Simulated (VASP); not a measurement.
**Pt: elastic constants with LDA**

Pt:

```
Pt
1.0
     0.00000    1.96090    1.96090
     1.96090    0.00000    1.96090
     1.96090    1.96090    0.00000
Pt
1
Direct
  0.00000 0.00000 0.00000
```

| Item | Value |
| --- | --- |
| Program | VASP 6.6.1 |
| Task | elastic constants |
| Functional | LDA |
| Potentials or basis | VASP PAW LDA potentials, release 64 (Pt) |
| Cutoff | 600 eV |
| k mesh | 9 × 9 × 9 |
| Occupations | fermi-dirac, width 0.05 eV |
| Spin | no spin polarisation |
| Dipole correction | no |
| Ions in elastic constants | relaxed |
| Further INCAR settings | ALGO = Normal; EDIFF = 1e-08; IBRION = 6; POTIM = 0.015; NSW = 1; ISIF = 3 |

| Quantity | Value |
| --- | --- |
| Elastic constants C11, C12, C44 | 372, 239, 73 GPa |
| Voigt bulk modulus | 283 GPa |

Elastic tensor in Voigt notation (GPa, in the Cartesian axes of the cell as first typed):
```
372 239 239   0   0   0
239 372 239   0   0   0
239 239 372   0   0   0
  0   0   0  73   0   0
  0   0   0   0  73   0
  0   0   0   0   0  73
```

Clamped-ion elastic tensor (GPa):
```
372 239 239   0   0   0
239 372 239   0   0   0
239 239 372   0   0   0
  0   0   0  73   0   0
  0   0   0   0  73   0
  0   0   0   0   0  73
```

Wall time 89 s on 1 thread of Intel(R) Xeon(R) Platinum 8488C (Sapphire Rapids), on a shared host, peak memory 0.21 GiB.

Caveat: the cell is under stress, which shifts elastic constants.
